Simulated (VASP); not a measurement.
# SnSe2 (P-3m1) in VASP: a series of runs

The runs below take SnSe2 through single point, relaxation of cell and atoms, with PBE+D3(BJ).

All numbers are computed with VASP 6.6.1; they aren't measurements. Logs are shortened: lines on timing, memory, paths and dates and some standing lists are left out, and cuts for length are marked.

## Step 1: The cell of the first run

Symmetry: P-3m1, No. 164, trigonal system. The conventional cell has a = 3.787 Å, b = 3.787 Å, c = 5.623 Å, α = 90.00°, β = 90.00°, γ = 120.00°. Within 3.6 Å of Sn (site symmetry -3m) lie 6 Se at 2.70 Å. Se (site symmetry 3m) has 3 Sn at 2.70 Å and 3 Se at 3.28 Å within 3.6 Å.

## Step 2: Single point, PBE+D3(BJ) (volume scaled by 0.91, then relaxed in part)

INCAR

```
ALGO     = Normal         # electronic algorithm
EDIFF    = 1E-6           # SCF threshold, eV
ENCUT    = 520            # plane-wave cutoff, eV
GGA      = PE             # functional
ISIF     = 2              # what is computed and relaxed
ISMEAR   = 0              # smearing method
IVDW     = 12             # dispersion correction
LASPH    = T              # aspherical terms in the spheres
LCHARG   = F              # write CHGCAR
LREAL    = F              # projectors in reciprocal space
LWAVE    = F              # write WAVECAR
NBANDS   = 20             # bands
NELM     = 80             # most SCF steps
PREC     = Accurate       # precision mode
SIGMA    = 0.02           # smearing width, eV
```

KPOINTS

```
k-points
0
Gamma
  12 12 6
```

POSCAR

```
SnSe2
1.0
    3.7867559983      0.0000000000      0.0000000000
   -1.8933779992      3.2794268924      0.0000000000
    0.0000000000      0.0000000000      5.6227228598
Sn Se
1 2
Direct
    0.0000000000      0.0000000000      0.0000000000
    0.3333333333      0.6666666667      0.2829866433
    0.6666666667      0.3333333333      0.7170133567
```

Potentials or basis: VASP PAW PBE potentials, release 64 (Sn_d, Se).

On the command line:

```
> cat potpaw_PBE.64/Sn_d/POTCAR potpaw_PBE.64/Se/POTCAR > POTCAR
> mpirun -np 1 vasp_std > vasp.out
```

OUTCAR:

```text
EDIFF = 1E-6
   ENCUT = 520
   GGA = PE
   ISIF = 2
   ISMEAR = 0
   IVDW = 12
   LASPH = T
   LREAL = F
   NELM = 80
   PREC = Accurate
 IVDW          = 12

 ion  position               nearest neighbor table
   1  0.000  0.000  0.000-   2 2.70   3 2.70   2 2.70   3 2.70   3 2.70   2 2.70
   2  0.333  0.667  0.283-   1 2.70   1 2.70   1 2.70
   3  0.667  0.333  0.717-   1 2.70   1 2.70   1 2.70

  LATTYP: Found a hexagonal cell.
 ALAT       =     3.7867559983
 C/A-ratio  =     1.4848389657

  Lattice vectors:

 A1 = (   3.7867559983,   0.0000000000,   0.0000000000)
 A2 = (  -1.8933779992,   3.2794268924,   0.0000000000)
 A3 = (   0.0000000000,   0.0000000000,   5.6227228598)

Analysis of symmetry for initial positions (statically):
=====================================================================
 Subroutine PRICEL returns:
 Original cell was already a primitive cell.

 Routine SETGRP: Setting up the symmetry group for a
 hexagonal supercell.

 Subroutine GETGRP returns: Found 12 space group operations
 (whereof 12 operations were pure point group operations)
 out of a pool of 24 trial point group operations.

The static configuration has the point symmetry D_3d.

Analysis of symmetry for dynamics (positions and initial velocities):
=====================================================================
 Subroutine PRICEL returns:
 Original cell was already a primitive cell.

 Routine SETGRP: Setting up the symmetry group for a
 hexagonal supercell.

 Subroutine GETGRP returns: Found 12 space group operations
 (whereof 12 operations were pure point group operations)
 out of a pool of 24 trial point group operations.

The dynamic configuration has the point symmetry D_3d.

 Subroutine INISYM returns: Found 12 space group operations
 (whereof 12 operations are pure point group operations),
 and found     1 'primitive' translations

----------------------------------------------------------------------------------------

                                     Primitive cell

  volume of cell :      69.8252

  direct lattice vectors                    reciprocal lattice vectors
     3.786755998  0.000000000  0.000000000     0.264078277  0.152465664  0.000000000
    -1.893377999  3.279426892  0.000000000     0.000000000  0.304931329  0.000000000
     0.000000000  0.000000000  5.622722860     0.000000000  0.000000000  0.177849776

  length of vectors
     3.786755998  3.786755998  5.622722860     0.304931329  0.304931329  0.177849776

  position of ions in fractional coordinates (direct lattice)
     0.000000000  0.000000000  0.000000000
     0.333333333  0.666666667  0.282986643
     0.666666667  0.333333333  0.717013357

  ion indices of the primitive-cell ions
   primitive index   ion index
                 1           1
                 2           2
                 3           3

----------------------------------------------------------------------------------------

 KPOINTS: k-points

Automatic generation of k-mesh.
 Grid dimensions read from file:
 generate k-points for:   12   12    6

 Generating k-lattice:

  Cartesian coordinates                     Fractional coordinates (reciprocal lattice)
     0.022006523  0.012705472  0.000000000     0.083333333  0.000000000  0.000000000
     0.000000000  0.025410944  0.000000000     0.000000000  0.083333333  0.000000000
     0.000000000  0.000000000  0.029641629     0.000000000  0.000000000  0.166666667

  Length of vectors
     0.025410944  0.025410944  0.029641629

  Shift w.r.t. Gamma in fractional coordinates (k-lattice)
     0.000000000  0.000000000  0.000000000

 Subroutine IBZKPT returns following result:
 ===========================================

 Found    100 irreducible k-points:

 Following reciprocal coordinates:
            Coordinates               Weight
  0.000000  0.000000  0.000000      1.000000
  0.083333 -0.000000  0.000000      6.000000
  0.166667 -0.000000  0.000000      6.000000
  0.250000 -0.000000  0.000000      6.000000
  0.333333 -0.000000  0.000000      6.000000
  0.416667 -0.000000  0.000000      6.000000
[... 16 lines left out ...]
  0.166667 -0.000000  0.166667      6.000000
  0.000000  0.166667  0.166667      6.000000
 [... further k-points ...]
   k-points           NKPTS =    100   k-points in BZ     NKDIM =    100   number of bands    NBANDS=     20
   number of dos      NEDOS =    301   number of ions     NIONS =      3
   total plane-waves  NPLWV =  32928
   dimension x,y,z NGX =    28 NGY =   28 NGZ =   42
   dimension x,y,z NGXF=    56 NGYF=   56 NGZF=   84
   ions per type =               1   2
   NGX,Y,Z   is equivalent  to a cutoff of  12.29, 12.29, 12.42 a.u.
   NGXF,Y,Z  is equivalent  to a cutoff of  24.59, 24.59, 24.84 a.u.
 SYSTEM =  unknown system
   PREC   = accura    normal or accurate (medium, high low for compatibility)
   ISTART =      0    job   : 0-new  1-cont  2-samecut
   ICHARG =      2    charge: 1-file 2-atom 10-const
   ISPIN  =      1    spin polarized calculation?
   LNONCOLLINEAR =      F non collinear calculations
   LSORBIT =      F    spin-orbit coupling
   LASPH  =      T    aspherical Exc in radial PAW
   ENCUT  =  520.0 eV  38.22 Ry    6.18 a.u.   7.04  7.04 10.45*2*pi/ulx,y,z
   NELM   =     80;   NELMIN=  2; NELMDL= -5     # of ELM steps
   EDIFF  = 0.1E-05   stopping-criterion for ELM
   LREAL  =      F    real-space projection
   EDIFFG = 0.1E-04   stopping-criterion for IOM
   NSW    =      0    number of steps for IOM
   IBRION =     -1    ionic relax: 0-MD 1-quasi-New 2-CG
   NFREE  =      0    steps in history (QN), initial steepest desc. (CG)
   ISIF   =      2    stress and relaxation
   ISYM   =      2    0-nonsym 1-usesym 2-fastsym
   POTIM  = 0.5000    time-step for ionic-motion
   TEBEG  =    0.0;   TEEND  =   0.0 temperature during run
   PSTRESS=    0.0 pullay stress
   NELECT =      26.0000    total number of electrons
   NUPDOWN=      -1.0000    fix difference up-down
   EMIN   =  10.00;   EMAX   =-10.00  energy-range for DOS
   EFERMI =   0.00;   METHOD = LEGACY
   ISMEAR =     0;   SIGMA  =   0.02  broadening in eV -4-tet -1-fermi 0-gaus
   EFERMI_NEDOS =   21; number of points for ismear=-14 and -15
   IALGO  =     38    algorithm
   IMIX   =      4    mixing-type and parameters
     AMIX     =   0.40;   BMIX     =  1.00
     AMIX_MAG =   1.60;   BMIX_MAG =  1.00
  volume/ion in A,a.u.               =      23.28       157.07
  Fermi-wavevector in a.u.,A,eV,Ry     =   1.177774  2.225670 18.873343  1.387152
  Thomas-Fermi vector in A             =   2.314115
   LORBIT       =      0    0 simple, 1 ext, 2 COOP (PROOUT), +10 PAW based schemes
   GGA     = PE    functional components
   LHFCALC =     F    Hartree Fock is set to
   AEXX    =    0.0000 exact exchange contribution
   IVDW    =    12    specifies the selected vdW correction
   LEPSILON=     F    determine dielectric tensor
   LRPA    =     F    only Hartree local field effects (RPA)
 non-spin polarized calculation
 Gauss-broadening in eV      SIGMA  =   0.02
  energy-cutoff  :      520.00
  volume of cell :       69.83
 maximum number of plane-waves:      1902
   NGX = 15   NGY = 15   NGZ = 21

 number of electron      25.9999998 magnetization

 Free energy of the ion-electron system (eV)
  ---------------------------------------------------
  ext. energy  EPLUGINS =         0.00000000
  ---------------------------------------------------
  free energy    TOTEN  =       -11.61377850 eV

  energy without entropy =      -11.61368395  energy(sigma->0) =      -11.61373122

 E-fermi :   5.8312     XC(G=0): -10.0695

 val. band max:        5.8216688418   @ k =   0.0833  -0.0000   0.0000
 cond. band min:       5.8742991455   @ k =   0.0833   0.0833   0.0000
 fundamental gap:      0.0526303037
 Fermi energy:         5.8311917572

 k-point     1 :       0.0000    0.0000    0.0000
  band No.  band energies     occupation
      1     -15.9196      2.00000
      2     -15.9196      2.00000
      3     -15.8813      2.00000
      4     -15.8669      2.00000
      5     -15.8669      2.00000
      6      -8.9062      2.00000
[... 12 lines left out ...]
     19      14.5885      0.00000
     20      14.5886      0.00000

 k-point     2 :       0.0833   -0.0000    0.0000
  band No.  band energies     occupation
      1     -15.9227      2.00000
      2     -15.9168      2.00000
      3     -15.8792      2.00000
      4     -15.8689      2.00000
      5     -15.8667      2.00000
      6      -8.8352      2.00000
[... 12 lines left out ...]
     19      13.6823      0.00000
     20      14.5157      0.00000

 k-point     3 :       0.1667   -0.0000    0.0000
  band No.  band energies     occupation
      1     -15.9320      2.00000
      2     -15.9097      2.00000
      3     -15.8763      2.00000
      4     -15.8707      2.00000
      5     -15.8653      2.00000
      6      -8.6263      2.00000
[... 12 lines left out ...]
     19      13.2532      0.00000
     20      14.4518      0.00000

 k-point     4 :       0.2500   -0.0000    0.0000
  band No.  band energies     occupation
      1     -15.9461      2.00000
      2     -15.9024      2.00000
      3     -15.8816      2.00000
      4     -15.8625      2.00000
      5     -15.8611      2.00000
      6      -8.2939      2.00000
[... 12 lines left out ...]
     19      13.4740      0.00000
     20      14.9060      0.00000

 k-point     5 :       0.3333   -0.0000    0.0000
  band No.  band energies     occupation
      1     -15.9609      2.00000
      2     -15.8981      2.00000
      3     -15.8872      2.00000
      4     -15.8537      2.00000
      5     -15.8531      2.00000
      6      -7.8715      2.00000
[... 12 lines left out ...]
     19      14.4471      0.00000
     20      15.9249      0.00000
[... 353 lines left out ...]
      6      -8.7444      2.00000
[... 12 lines left out ...]
     19      13.8417      0.00000
     20      14.5273      0.00000

 k-point    22 :       0.0000    0.0833    0.1667
  band No.  band energies     occupation
      1     -15.9227      2.00000
      2     -15.9168      2.00000
      3     -15.8791      2.00000
      4     -15.8689      2.00000
      5     -15.8667      2.00000
      6      -8.7442      2.00000
[... 12 lines left out ...]
     19      13.8657      0.00000
     20      13.8983      0.00000

 k-point    23 :       0.1667   -0.0000    0.1667
  band No.  band energies     occupation
      1     -15.9321      2.00000
      2     -15.9097      2.00000
      3     -15.8762      2.00000
      4     -15.8707      2.00000
      5     -15.8653      2.00000
      6      -8.5377      2.00000
[... 12 lines left out ...]
     19      13.8367      0.00000
     20      14.4127      0.00000

 k-point    24 :       0.0000    0.1667    0.1667
  band No.  band energies     occupation
      1     -15.9321      2.00000
      2     -15.9098      2.00000
      3     -15.8763      2.00000
      4     -15.8706      2.00000
      5     -15.8653      2.00000
      6      -8.5368      2.00000
[... 12 lines left out ...]
     19      13.1874      0.00000
     20      13.9844      0.00000

 [... further k-points ...]

------------------------ aborting loop because EDIFF is reached ----------------------------------------

 Edisp (eV)   -1.20657

 E8    (eV) :    -0.5284

  FORCE on cell =-STRESS in cart. coord.  units (eV):
  Direction    XX          YY          ZZ          XY          YZ          ZX
  --------------------------------------------------------------------------------------
  -------------------------------------------------------------------------------------
  Total       1.81797     1.81797     1.77785    -0.00000     0.00000    -0.00000
  in kB      41.71441    41.71441    40.79378    -0.00000     0.00000    -0.00000
  external pressure =       41.41 kB  Pullay stress =        0.00 kB

 VOLUME and BASIS-vectors are now :
 -----------------------------------------------------------------------------
  energy-cutoff  :      520.00
  volume of cell :       69.83
      direct lattice vectors                 reciprocal lattice vectors
     3.786755998  0.000000000  0.000000000     0.264078277  0.152465664  0.000000000
    -1.893377999  3.279426892  0.000000000     0.000000000  0.304931329  0.000000000
     0.000000000  0.000000000  5.622722860     0.000000000  0.000000000  0.177849776

 POSITION                                       TOTAL-FORCE (eV/Angst)
 -----------------------------------------------------------------------------------
      0.00000      0.00000      0.00000        -0.000000      0.000000      0.000000
     -0.00000      2.18628      1.59116         0.000000      0.000000      0.011147
      1.89338      1.09314      4.03157         0.000000     -0.000000     -0.011147
 -----------------------------------------------------------------------------------
    total drift:                               -0.000000      0.000000      0.000000

  FREE ENERGIE OF THE ION-ELECTRON SYSTEM (eV)
  ---------------------------------------------------
  free  energy   TOTEN  =       -12.8203530965 eV

  energy  without entropy=      -12.8202585517  energy(sigma->0) =      -12.82030582
```

Run time: 80 s. Hardware: 1 thread of Intel Xeon Platinum 8488C (Sapphire Rapids), shared host; peak memory 0.27 GiB.

Results:

```
Free energy                : -12.8204 eV
Pressure                   : 4.1 GPa
Largest force              : 0.011 eV/Å
Band gap on the k mesh     : zero (band 13 reaches 5.87 eV, above the bottom of band 14 at 5.81 eV)
Dispersion energy per atom : -0.402 eV
```

Forces on the atoms (eV/Å):
```
Sn   0.000  0.000  0.000
Se   0.000  0.000  0.011
Se   0.000  0.000 -0.011
```

Stress tensor (GPa, compression positive):
```
4.17 0.00 0.00
0.00 4.17 0.00
0.00 0.00 4.08
```

Levels at points of the mesh, in eV from the Fermi level:
```csv
k point,band 11,band 12,band 13,band 14,band 15,band 16
"(0.00, 0.00, 0.00)",-1.05,-1.05,-0.18,0.51,2.72,4.34
"(0.50, 0.00, 0.00)",-3.30,-2.60,-0.56,1.17,3.17,4.23
"(0.00, 0.00, 0.50)",-1.40,-0.57,-0.57,2.51,2.57,3.65
"(0.50, 0.00, 0.50)",-2.31,-1.73,-1.69,0.61,3.46,4.28
```

Caveat: spin-orbit coupling is left out, which moves the levels of the heavy elements; pairwise dispersion overbinds metals, which lowers pressure and volume.

(Continued in part 2 of 3.)
